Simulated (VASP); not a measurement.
# MgO (zincblende type): electric field gradients with PBE

MgO (zincblende type):

```
CELL_PARAMETERS angstrom
0.00000 2.25922 2.25922
2.25922 0.00000 2.25922
2.25922 2.25922 0.00000
ATOMIC_POSITIONS crystal
Mg 0.00000 0.00000 0.00000
O 0.25000 0.25000 0.25000
```

This cell differs from its parent crystal: volume scaled by 0.9405.

- Program: VASP 6.6.1
- Task: electric field gradients
- Functional: PBE
- Potentials or basis: VASP PAW PBE potentials, release 64 (Mg, O)
- Cutoff: 520 eV
- k mesh: 13 × 13 × 13
- Occupations: fermi-dirac, width 0.08 eV
- Spin: no spin polarisation
- Dipole correction: no
- Further INCAR settings: ALGO = Normal; EDIFF = 1e-08; NBANDS = 11

The pressure is 7.7 GPa. The band gap on the k mesh is 3.81 eV, direct.

Levels at points of the mesh, in eV from the valence-band top:
```tsv
k point	band 1	band 2	band 3	band 4	band 5	band 6	band 7	band 8	band 9
(0.00, 0.00, 0.00)	-15.99	0.00	0.00	0.00	3.81	17.15	17.15	17.15	20.61
```

Wall time 6.4 s on 1 thread of Intel(R) Xeon(R) 6975P-C (Granite Rapids), with other jobs on the host, peak memory 0.14 GiB.

Caveat: without QUAD_EFG the Cq values of the log hold for a quadrupole moment of 1 mb, not for the nuclei. A k mesh can miss the band edges.
